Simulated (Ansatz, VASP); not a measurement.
One calculation of Ge, two programs

INCAR

```
SYSTEM = Ge
ALGO = Normal
EDIFF = 1E-6
ENCUT = 500
GGA = PE
GGA_COMPAT = .False.
ISIF = 2
ISMEAR = 1
LASPH = .True.
LCHARG = .False.
LREAL = .False.
LWAVE = .False.
NBANDS = 21
NELM = 120
PREC = Accurate
SIGMA = 0.5
```

File KPOINTS:

```
k-points
0
Gamma
  6 6 6
  0 0 0
```

File POSCAR:

```
Ge
1.0
    0.0000000000      2.8368735121      2.8368735121
    2.8368735121      0.0000000000      2.8368735121
    2.8368735121      2.8368735121      0.0000000000
Ge
2
Direct
    0.0000000000      0.0000000000      0.0000000000
    0.2500000000      0.2500000000      0.2500000000
```

Input for Ansatz:

```yaml
crystal:
  lattice:
    - [0.0, 2.8368735121, 2.8368735121]
    - [2.8368735121, 0.0, 2.8368735121]
    - [2.8368735121, 2.8368735121, 0.0]
  atoms:
    - { symbol: Ge, position: [0.0, 0.0, 0.0] }
    - { symbol: Ge, position: [0.25, 0.25, 0.25] }
kpoints:
  mp_grid: { grid: [6, 6, 6] }
hamiltonian:
  xc: pbe
scf:
  occupations: { method: methfessel_paxton, width: 0.5 }
  n_extra_bands: 4
output:
  forces: true
  stress: true
  eigenvalues: true
```

Alike in both runs: task single point; functional PBE; k mesh 6 × 6 × 6; occupations methfessel-paxton of order 1, width 0.5 eV; no spin polarisation.

```csv
,VASP,Ansatz
version,VASP 6.6.1,Ansatz 0.2.0
potentials or method,"VASP PAW PBE potentials, release 64 (Ge_d)",plane waves
plane-wave cutoff (eV),500,420
valence electrons in the cell,28,28
```

```tsv
	VASP	Ansatz	Ansatz less VASP
pressure (GPa)	2.9	3.1	+0.15
```

The functional is the same, so the differences come from potentials, cutoffs and numerics.
